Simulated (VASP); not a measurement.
# MgO (P1) in VASP: notebook, part 2 of 3

VASP 6.6.1. The steps go on from the part before.

### 3 Single point, PBEsol

File INCAR:

```
SYSTEM = MgO
  PREC = Accurate
  ENCUT = 520
  EDIFF = 1E-7
  ISMEAR = -1
  SIGMA = 0.2241
  LREAL = Auto
  LASPH = .TRUE.
  NELM = 80
  ALGO = Normal
  ISIF = 2
  LWAVE = .FALSE.
  LCHARG = .FALSE.
  GGA = PS
  NBANDS = 46
```

File KPOINTS:

```
Automatic mesh
0
Gamma
  2 2 2
  0.5 0.5 0.5
```

File POSCAR:

```
MgO
1.0
    3.5989185426      0.0000000000     -4.3129088730
    3.5989185426      0.0000000000      4.3129088730
    0.0000000001     -6.2335097682      0.0000000000
Mg O
8 8
Direct
    0.1002974915      0.8623736440      0.3326849684
    0.8757428882      0.6577758438      0.8231689996
    0.6592041529      0.3842145728      0.3121355500
    0.3975412980      0.1312722824      0.8206670384
    0.1338490245      0.3503778285      0.2068058041
    0.8948594948      0.1662639940      0.6830386345
    0.5777545526      0.8736831330      0.1422870956
    0.3556206806      0.5974022788      0.6690068926
    0.3704889360      0.6235357849      0.3413170235
    0.1735588851      0.3470508419      0.8595401626
    0.8543402408      0.0884585361      0.3322811830
    0.6094987172      0.8519886540      0.8153757977
    0.8858643276      0.6376272255      0.1339216639
    0.6409733391      0.4068086419      0.6887187411
    0.3737079799      0.1140688284      0.1814162554
    0.0993609763      0.8949685584      0.6629323052
```

Potentials or basis: VASP PAW PBE potentials, release 64 (Mg, O).

Command:

```
cat potpaw_PBE.64/Mg/POTCAR potpaw_PBE.64/O/POTCAR > POTCAR
mpirun -np 1 vasp_std > vasp.out
```

OUTCAR:

```text
SYSTEM = MgO
   PREC = Accurate
   ENCUT = 520
   EDIFF = 1E-7
   ISMEAR = -1
   LREAL = Auto
   LASPH = .TRUE.
   NELM = 80
   ISIF = 2
   GGA = PS

 ion  position               nearest neighbor table
   1  0.100  0.862  0.333-  13 2.01  11 2.04  16 2.07  15 2.11   9 2.20   5 2.82   7 2.92   5 3.02
                             8 3.07   6 3.12   7 3.18   3 3.31   2 3.43   2 3.53
   2  0.876  0.658  0.823-  16 1.94  14 1.94  13 1.94  12 2.00  10 2.63   6 2.92   8 2.94   6 2.97
                             7 2.99   8 3.04   5 3.42   1 3.43   3 3.53   1 3.53   4 3.59   4 3.62
   3  0.659  0.384  0.312-  13 2.06  11 2.15  15 2.16   9 2.29  14 2.35   5 2.79   5 3.00   7 3.01
                             6 3.03   7 3.06   8 3.17   1 3.31   2 3.53   4 3.58   2 3.65
   4  0.398  0.131  0.821-  10 1.91  14 2.05  12 2.13  16 2.18  15 2.25   7 2.77   8 2.83   6 2.90
                             6 2.99   8 3.11   5 3.19   3 3.58   2 3.59   2 3.62
   5  0.134  0.350  0.207-   9 2.02  15 2.06  11 2.10  10 2.18  13 2.36   3 2.79   1 2.82   3 3.00
                             1 3.02   4 3.19   8 3.34   6 3.34   2 3.42   7 3.52   6 3.61
   6  0.895  0.166  0.683-  10 2.03  16 2.07  14 2.13  11 2.23  12 2.31   4 2.90   2 2.92   2 2.97
                             4 2.99   3 3.03   1 3.12   8 3.21   5 3.34   7 3.61   5 3.61
   7  0.578  0.874  0.142-  15 1.94  12 2.05   9 2.07  11 2.14  13 2.36   4 2.77   1 2.92   2 2.99
                             3 3.01   3 3.06   1 3.18   8 3.46   5 3.52   6 3.61
   8  0.356  0.597  0.669-  10 1.98  12 2.04   9 2.05  14 2.08  16 2.39   4 2.83   2 2.94   2 3.04
                             1 3.07   4 3.11   3 3.17   6 3.21   5 3.34   7 3.46
   9  0.370  0.624  0.341-   5 2.02   8 2.05   7 2.07   1 2.20   3 2.29
  10  0.174  0.347  0.860-   4 1.91   8 1.98   6 2.03   5 2.18   2 2.63
  11  0.854  0.088  0.332-   1 2.04   5 2.10   7 2.14   3 2.15   6 2.23
  12  0.609  0.852  0.815-   2 2.00   8 2.04   7 2.05   4 2.13   6 2.31
  13  0.886  0.638  0.134-   2 1.94   1 2.01   3 2.06   5 2.36   7 2.36
  14  0.641  0.407  0.689-   2 1.94   4 2.05   8 2.08   6 2.13   3 2.35
  15  0.374  0.114  0.181-   7 1.94   5 2.06   1 2.11   3 2.16   4 2.25
  16  0.099  0.895  0.663-   2 1.94   1 2.07   6 2.07   4 2.18   8 2.39

  LATTYP: Found a base centered orthorhombic cell.
 ALAT       =     7.1978370852
 B/A-ratio  =     1.1983902447
 C/A-ratio  =     0.8660254038

  Lattice vectors:

 A1 = (   3.5989185426,   0.0000000000,  -4.3129088730)
 A2 = (   3.5989185426,   0.0000000000,   4.3129088730)
 A3 = (   0.0000000001,  -6.2335097682,   0.0000000000)

Analysis of symmetry for initial positions (statically):
=====================================================================
 Subroutine PRICEL returns:
 Original cell was already a primitive cell.

 Routine SETGRP: Setting up the symmetry group for a
 base centered orthorhombic supercell.

 Subroutine GETGRP returns: Found  1 space group operations
 (whereof  1 operations were pure point group operations)
 out of a pool of  8 trial point group operations.

The static configuration has the point symmetry C_1 .

Analysis of symmetry for dynamics (positions and initial velocities):
=====================================================================
 Subroutine PRICEL returns:
 Original cell was already a primitive cell.

 Routine SETGRP: Setting up the symmetry group for a
 base centered orthorhombic supercell.

 Subroutine GETGRP returns: Found  1 space group operations
 (whereof  1 operations were pure point group operations)
 out of a pool of  8 trial point group operations.

The dynamic configuration has the point symmetry C_1 .

 Subroutine INISYM returns: Found  1 space group operations
 (whereof  1 operations are pure point group operations),
 and found     1 'primitive' translations
[... 87 lines left out ...]
   dimension x,y,z NGX =    42 NGY =   42 NGZ =   48
   dimension x,y,z NGXF=    84 NGYF=   84 NGZF=   96
   ions per type =               8   8
   NGX,Y,Z   is equivalent  to a cutoff of  12.43, 12.43, 12.80 a.u.
   NGXF,Y,Z  is equivalent  to a cutoff of  24.86, 24.86, 25.60 a.u.
 SYSTEM =  MgO
   PREC   = accura    normal or accurate (medium, high low for compatibility)
   ISTART =      0    job   : 0-new  1-cont  2-samecut
   ICHARG =      2    charge: 1-file 2-atom 10-const
   ISPIN  =      1    spin polarized calculation?
   LNONCOLLINEAR =      F non collinear calculations
   LSORBIT =      F    spin-orbit coupling
   LASPH  =      T    aspherical Exc in radial PAW
   ENCUT  =  520.0 eV  38.22 Ry    6.18 a.u.  10.44 10.44 11.59*2*pi/ulx,y,z
   NELM   =     80;   NELMIN=  2; NELMDL= -5     # of ELM steps
   EDIFF  = 0.1E-06   stopping-criterion for ELM
   LREAL  =      T    real-space projection
   EDIFFG = 0.1E-05   stopping-criterion for IOM
   NSW    =      0    number of steps for IOM
   IBRION =     -1    ionic relax: 0-MD 1-quasi-New 2-CG
   NFREE  =      0    steps in history (QN), initial steepest desc. (CG)
   ISIF   =      2    stress and relaxation
   ISYM   =      2    0-nonsym 1-usesym 2-fastsym
   POTIM  = 0.5000    time-step for ionic-motion
   TEBEG  =    0.0;   TEEND  =   0.0 temperature during run
   PSTRESS=    0.0 pullay stress
   NELECT =      64.0000    total number of electrons
   NUPDOWN=      -1.0000    fix difference up-down
   EMIN   =  10.00;   EMAX   =-10.00  energy-range for DOS
   EFERMI =   0.00;   METHOD = LEGACY
   ISMEAR =    -1;   SIGMA  =   0.22  broadening in eV -4-tet -1-fermi 0-gaus
   EFERMI_NEDOS =   21; number of points for ismear=-14 and -15
   IALGO  =     38    algorithm
   IMIX   =      4    mixing-type and parameters
     AMIX     =   0.40;   BMIX     =  1.00
     AMIX_MAG =   1.60;   BMIX_MAG =  1.00
  volume/ion in A,a.u.               =      12.09        81.62
  Fermi-wavevector in a.u.,A,eV,Ry     =   1.132139  2.139433 17.439121  1.281739
  Thomas-Fermi vector in A             =   2.268840
   LORBIT       =      0    0 simple, 1 ext, 2 COOP (PROOUT), +10 PAW based schemes
   GGA     = PS    functional components
   LHFCALC =     F    Hartree Fock is set to
   AEXX    =    0.0000 exact exchange contribution
   IVDW    =     0    specifies the selected vdW correction
   LEPSILON=     F    determine dielectric tensor
   LRPA    =     F    only Hartree local field effects (RPA)
 non-spin polarized calculation
  energy-cutoff  :      520.00
  volume of cell :      193.51
 maximum number of plane-waves:      5216
 NGX is ok and might be reduce to    42
   NGX = 21   NGY = 21   NGZ = 23

 number of electron      64.0000001 magnetization

 Free energy of the ion-electron system (eV)
  ---------------------------------------------------
  ext. energy  EPLUGINS =         0.00000000
  ---------------------------------------------------
  free energy    TOTEN  =       -96.04526640 eV

  energy without entropy =      -96.04367898  energy(sigma->0) =      -96.04447269

 E-fermi :   3.2532     XC(G=0):  -9.8956

 val. band max:        1.0945510127   @ k =   0.2500  -0.2500   0.2500
 cond. band min:       5.0743123151   @ k =   0.2500  -0.2500   0.2500
 fundamental gap:      3.9797613025
 Fermi energy:         3.2531693872

 k-point     1 :       0.2500    0.2500    0.2500
  band No.  band energies     occupation
      1     -14.9498      2.00000
      2     -14.6664      2.00000
      3     -14.5471      2.00000
      4     -14.4269      2.00000
      5     -14.3383      2.00000
      6     -14.2094      2.00000
[... 177 lines left out ...]
     43      10.8274      0.00000
     44      11.6879      0.00000
 [bands above 44 left out]

------------------------ aborting loop because EDIFF is reached ----------------------------------------

  FORCE on cell =-STRESS in cart. coord.  units (eV):
  Direction    XX          YY          ZZ          XY          YZ          ZX
  --------------------------------------------------------------------------------------
  -------------------------------------------------------------------------------------
  Total       -8.4862577    -10.4114855     -4.8788163     -0.2835656      0.4459867     -0.1257523
  in kB      -70.2622186    -86.2021983    -40.3943021     -2.3477901      3.6925599     -1.0411699
  external PRESSURE =     -65.6195730 kB  Pullay stress =       0.0000000 kB

 VOLUME and BASIS-vectors are now :
 -----------------------------------------------------------------------------
  energy-cutoff  :      520.00
  volume of cell :      193.51
      direct lattice vectors                 reciprocal lattice vectors
     3.598918543  0.000000000 -4.312908873     0.138930624  0.000000000 -0.115931037
     3.598918543  0.000000000  4.312908873     0.138930624  0.000000000  0.115931037
     0.000000000 -6.233509768  0.000000000     0.000000000 -0.160423267  0.000000000

 POSITION                                       TOTAL-FORCE (eV/Angst)
 -----------------------------------------------------------------------------------
      3.46458     -2.07380      3.28677         0.390661     -0.142131     -0.107233
      5.51901     -5.13123     -0.94007        -0.104350     -0.501013      0.464271
      3.75518     -1.94570     -1.18600        -1.070943     -0.335842      0.669898
      1.90316     -5.11564     -1.14839        -0.859647     -0.138402     -0.516220
      1.74269     -1.28913      0.93387         0.348352      1.842303     -0.226338
      3.81890     -4.25773     -3.14237        -1.364986      0.240894     -0.734559
[... 8 lines left out ...]
      1.75547     -1.13086     -1.11980         0.298960      0.061792      0.484881
      3.57851     -4.13240      3.43138         0.427515      0.233683     -1.400844
 -----------------------------------------------------------------------------------
    total drift:                               -0.003181      0.005976      0.005523

  FREE ENERGIE OF THE ION-ELECTRON SYSTEM (eV)
  ---------------------------------------------------
  free  energy   TOTEN  =       -96.0452664036 eV

  energy  without entropy=      -96.0436789841  energy(sigma->0) =      -96.04447269
```

Wall time 2.3 min (1 thread of Intel Xeon 8259CL, shared host); peak memory 0.27 GiB.

What came out:

- Free energy: -96.0453 eV
- Pressure: -6.6 GPa
- Largest force: 2.448 eV/Å
- Band gap on the k mesh: 3.98 eV

Forces on the atoms (eV/Å):
```
Mg   0.391 -0.142 -0.107
Mg  -0.104 -0.501  0.464
Mg  -1.071 -0.336  0.670
Mg  -0.860 -0.138 -0.516
Mg   0.348  1.842 -0.226
Mg  -1.365  0.241 -0.735
Mg   0.332 -0.917 -1.465
Mg   1.658  0.025 -0.032
O   -0.664 -0.021 -0.271
O   -0.295  0.627  2.348
O    1.703 -0.013  1.312
O    0.954 -0.750  1.908
O   -0.994 -1.551 -0.542
O   -0.759  1.338 -1.892
O    0.299  0.062  0.485
O    0.428  0.234 -1.401
```

Stress tensor (GPa, compression positive):
```
-7.03 -0.23 -0.10
-0.23 -8.62  0.37
-0.10  0.37 -4.04
```

Levels at points of the mesh, in eV from the valence-band top:
```
           k point  band 30  band 31  band 32  band 33  band 34  band 35
(0.25, 0.25, 0.25)    -0.21    -0.07    -0.03     4.31     5.70     6.34
```

Caveat: the k points lie up to 0.57 Å⁻¹ apart; the atoms stand as in a frame of molecular dynamics; the PAW data sets were made with another functional, which shifts forces and pressure a little; a shifted mesh leaves out Γ, where band edges can lie.

(Continued in part 3 of 3.)
